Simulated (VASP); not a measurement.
Set up this calculation in VASP 6.6.1, as the native input.

| Property | Result |
| --- | --- |
| Task | relaxation of cell and atoms |
| Functional | PBEsol |
| Potentials or basis | VASP PAW PBE potentials, release 64 (S, Mg) |
| Cutoff | 600 eV |
| k mesh | 8 × 8 × 8 |
| Occupations | fermi-dirac, width 0.05 eV |
| Spin | no spin polarisation |
| Target pressure | 20 GPa |
| Dipole correction | no |
| Further INCAR settings | ALGO = Normal; EDIFF = 1e-06; IBRION = 2; EDIFFG = -0.02; NSW = 80; ISIF = 3 |

The structure of MgS lies in POSCAR:

```
MgS
1.0
    0.0000000000      2.8331200468      2.8331200468
    2.8331200468      0.0000000000      2.8331200468
    2.8331200468      2.8331200468      0.0000000000
S Mg
1 1
Direct
    0.2500000000      0.2500000000      0.2500000000
    0.0000000000      0.0000000000      0.0000000000
```

One way to write it, as run:

INCAR

```
PREC = Accurate
ENCUT = 600
EDIFF = 1E-6
ISMEAR = -1
SIGMA = 0.05
LREAL = False
LASPH = True
NELM = 80
ALGO = Normal
ISIF = 3
LWAVE = False
LCHARG = False
GGA = PS
IBRION = 2
NSW = 80
EDIFFG = -0.02
PSTRESS = 200.0
```

KPOINTS

```
regular mesh
0
Gamma
  8 8 8
```

Potentials or basis: VASP PAW PBE potentials, release 64 (S, Mg).

Run with:

```console
$ cat potpaw_PBE.64/S/POTCAR potpaw_PBE.64/Mg/POTCAR > POTCAR
$ mpirun -np 1 vasp_std > vasp.out
```

Results of the run:

```json
{"Relaxed volume": "18.11 Å³/atom", "Relaxed cell": "a = 3.714 Å, b = 3.714 Å, c = 3.714 Å, α = 60.00°, β = 60.00°, γ = 60.00°", "Space group after relaxing (to 0.05 Å)": "F-43m (No. 216)", "Energy change on relaxing (the enthalpy is what falls)": "+229.6 meV/atom", "Ionic steps": "7", "Pressure after relaxing": "20.0 GPa", "Band gap on the k mesh": "3.42 eV, indirect (least direct gap 4.50 eV)"}
```

Caveat: the cell is relaxed towards a set pressure, so the enthalpy falls and the energy may rise; the volume moved by over 15 % at a fixed basis, so the end points are rough; the PAW data sets were made with another functional, which shifts forces and pressure a little.

Wall time 44 s on 1 thread of Intel(R) Xeon(R) Platinum 8488C (Sapphire Rapids), on a shared host, peak memory 0.19 GiB.
